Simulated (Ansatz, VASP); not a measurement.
# BeWN4 in VASP and in Ansatz

```
Be W N
1.0
    -2.34384    2.34384    5.08461
     2.34384   -2.34384    5.08461
     2.34384    2.34384   -5.08461
Be W N
2 2 8
Direct
  0.75000 0.25000 0.50000
  0.00000 0.00000 0.00000
  0.25000 0.75000 0.50000
  0.50000 0.50000 0.00000
  0.59420 0.48630 0.40930
  0.23630 0.32700 0.39210
  0.07700 0.18490 0.59070
  0.93490 0.84420 0.60790
  0.15580 0.76370 0.09070
  0.51370 0.92300 0.10790
  0.67300 0.06510 0.90930
  0.81510 0.40580 0.89210
```

Alike in both runs: task single point; functional PBE; k mesh 6 × 6 × 6; occupations gaussian, width 0.1 eV; no spin polarisation.

```csv
,VASP,Ansatz
version,VASP 6.6.1,Ansatz 0.2.0
potentials or method,"VASP PAW PBE potentials, release 64 (Be, W_sv, N), cutoff 520 eV","scalar-relativistic, plane waves, PAW"
valence electrons in the cell,72,72
```

|  | VASP | Ansatz | Ansatz less VASP |
| --- | --- | --- | --- |
| gap on the k mesh at the Fermi level (eV) | none | none | - |
| pressure (GPa) | -12.2 | -12.7 | -0.46 |
| traceless stress, the component that is largest in VASP (GPa) | -6.54 | -6.59 | -0.043 |
| rms of the force components (eV/Å) | 1.435 | 1.448 | +0.0123 |

Atom by atom the forces differ by 0.013 eV/Å (rms over components). A gap of «none» marks a metal or a gap that the smearing closes. The functional is the same, so the differences come from potentials, cutoffs and numerics.

Spin-orbit coupling is off throughout.
